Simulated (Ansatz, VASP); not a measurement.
## AgCl: VASP beside Ansatz

POSCAR

```
AgCl
1.0
    3.5300000000      0.0000000000      0.0000000000
    0.0000000000      4.0110000000      0.0000000000
   -0.9725508841      0.0000000000      5.1520087129
Ag Cl
2 2
Direct
    0.1570000000      0.2500000000      0.2100000000
    0.8430000000      0.7500000000      0.7900000000
    0.3080000000      0.2500000000      0.7050000000
    0.6920000000      0.7500000000      0.2950000000
```

INCAR.step1

```
SYSTEM = AgCl
  PREC = Accurate
  ENCUT = 520
  ISMEAR = 0
  SIGMA = 0.05
  LREAL = .False.
  LASPH = .True.
  NELM = 100
  NBANDS = 26
  GGA = PE
  ALGO = Normal
  EDIFF = 1E-4
  LWAVE = .True.
  LCHARG = .False.
```

File INCAR.step2:

```
SYSTEM = AgCl
  PREC = Accurate
  ENCUT = 520
  EDIFF = 1E-7
  ISMEAR = 0
  SIGMA = 0.05
  LREAL = .False.
  LASPH = .True.
  NELM = 100
  ALGO = Normal
  ISIF = 2
  LWAVE = .False.
  LCHARG = .False.
  METAGGA = R2SCAN
  LMIXTAU = .True.
  NBANDS = 26
  ISTART = 1
```

File KPOINTS:

```
regular mesh
0
Gamma
  8 8 6
  0 0 0
```

Input for Ansatz:

```yaml
crystal:
  lattice:
    - [3.53, 0.0, 0.0]
    - [0.0, 4.011, 0.0]
    - [-0.9725508841, 0.0, 5.1520087129]
  atoms:
    - { symbol: Ag, position: [0.157, 0.25, 0.21] }
    - { symbol: Ag, position: [0.843, 0.75, 0.79] }
    - { symbol: Cl, position: [0.308, 0.25, 0.705] }
    - { symbol: Cl, position: [0.692, 0.75, 0.295] }
basis:
  ecutwfc: 500
  fft_grid_basis: typed
kpoints:
  mp_grid: { grid: [8, 8, 6] }
hamiltonian:
  xc: r2scan
  pseudopotentials: { kind: paw }
scf:
  occupations: { method: gaussian, width: 0.05 }
output:
  forces: true
  stress: true
  eigenvalues: true
  bader: true
  write_density: true
  volumetric_format: npy
```

Alike in both runs: task single point; functional r2SCAN; k mesh 8 × 8 × 6; occupations gaussian, width 0.05 eV; no spin polarisation.

```csv
,VASP,Ansatz
version,VASP 6.6.1,Ansatz 0.2.0
potentials or method,"VASP PAW PBE potentials, release 64 (Ag, Cl), cutoff 520 eV","scalar-relativistic, plane waves, PAW"
valence electrons in the cell,36,52
```

```tsv
	VASP	Ansatz	Ansatz less VASP
gap on the k mesh at the Fermi level (eV)	1.29	1.34	+0.050
pressure (GPa)	8.8	8.8	+0.05
traceless stress, the component that is largest in VASP (GPa)	1.17	1.18	+0.004
rms of the force components (eV/Å)	0.470	0.469	-0.0001
```

VASP's potentials were made for PBE, not for r2SCAN. Atom by atom the forces differ by 0.002 eV/Å (rms over components). VASP's potentials hold 36 valence electrons a cell and Ansatz's 52, so a difference there can come from the potentials and not from the codes.
